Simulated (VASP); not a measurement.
VSi2: single point with PBE

VSi2:

```
V Si
1.0
     4.56288    0.00000    0.00000
    -2.28144    3.95157    0.00000
     0.00000    0.00000    6.37225
V Si
3 6
Direct
  0.00000 0.50000 0.16667
  0.50000 0.50000 0.83333
  0.50000 0.00000 0.50000
  0.83696 0.67392 0.50000
  0.16304 0.83696 0.83333
  0.67392 0.83696 0.16667
  0.16304 0.32608 0.50000
  0.83696 0.16304 0.83333
  0.32608 0.16304 0.16667
```

| Quantity | Value |
| --- | --- |
| Program | VASP 6.6.1 |
| Task | single point |
| Functional | PBE |
| Potentials or basis | VASP PAW PBE potentials, release 64 (V_sv, Si) |
| Cutoff | 520 eV |
| k mesh | 6 × 6 × 4 |
| Occupations | gaussian, width 0.1 eV |
| Spin | no spin polarisation |

The pressure is 0.1 GPa. The largest force is 0.003 eV/Å. The band gap on the k mesh is zero (an odd number of electrons rules out a gap without spin polarisation).

Forces in eV/Å, atoms in the order of the input:
```
V    0.000  0.000  0.000
V    0.000  0.000  0.000
V    0.000  0.000  0.000
Si   0.000 -0.003  0.000
Si   0.003 -0.002  0.000
Si  -0.003 -0.002  0.000
Si   0.000  0.003  0.000
Si  -0.003  0.002  0.000
Si   0.003  0.002  0.000
```

Levels at points of the mesh, in eV from the Fermi level:
```tsv
k point	band 29	band 30	band 31	band 32	band 33	band 34	band 35	band 36
(0.00, 0.00, 0.00)	-2.13	-1.79	-1.79	-1.70	0.36	2.08	2.42	2.42
(0.50, 0.00, 0.00)	-0.69	-0.57	-0.12	0.05	0.42	1.03	1.39	1.47
(0.00, 0.00, 0.50)	-1.84	-1.84	-1.57	0.54	0.54	2.06	2.43	2.50
(0.50, 0.00, 0.50)	-1.39	-1.28	-0.45	-0.05	0.82	1.26	1.71	1.77
```

Run time: 120 s on 1 thread of AMD EPYC 7R13 Processor (Zen 3), with other jobs on the host, peak memory 0.23 GiB.

Caveat: an odd number of electrons without spin polarisation forces a metal; a magnetic or distorted state may lie lower.
